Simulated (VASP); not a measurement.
CuO:

```xyz
4
Lattice="2.3245 -1.7191 0.0000 2.3245 1.7191 0.0000 -0.7792 0.0000 5.1281" Properties=species:S:1:pos:R:3 pbc="T T T"
Cu    1.1623    0.8596    0.0000
Cu    0.7726   -0.8596    2.5641
O     2.1297   -0.2854    1.2820
O     1.7401    0.2854    3.8461
```

Base run:

| Quantity | Value |
| --- | --- |
| Program | VASP 6.6.1 |
| Functional | PBE |
| Potentials or basis | VASP PAW PBE potentials, release 64 (Cu, O) |
| Cutoff | 520 eV |
| k mesh | 7 × 7 × 4 |
| Occupations | fermi-dirac, width 0.1 eV |
| Spin | collinear spin |
| Starting moments | [1.0, -1.0, 0.0, 0.0] μB |
| Hubbard terms | Cu d U = 4.0 eV |

Its results: pressure 2.2 GPa; net moment 0.00 μB per cell; site moments Cu +0.57, -0.57; O +0.00 μB; largest force 0.224 eV/Å.

Q: After a change of settings the same cell gave: pressure 2.9 GPa; net moment 1.95 μB per cell; site moments Cu +0.65; O +0.29 μB; largest force 0.238 eV/Å. Which change was it?
A. moments at the start from [1.0, -1.0, 0.0, 0.0] to [0.65, -0.65, 0.0, 0.0]
B. moments at the start from [1.0, -1.0, 0.0, 0.0] to [1.0, 0.0, 0.0, 0.0]
C. moments at the start from [1.0, -1.0, 0.0, 0.0] to [1.0, 1.0, 0.0, 0.0]

A: C.
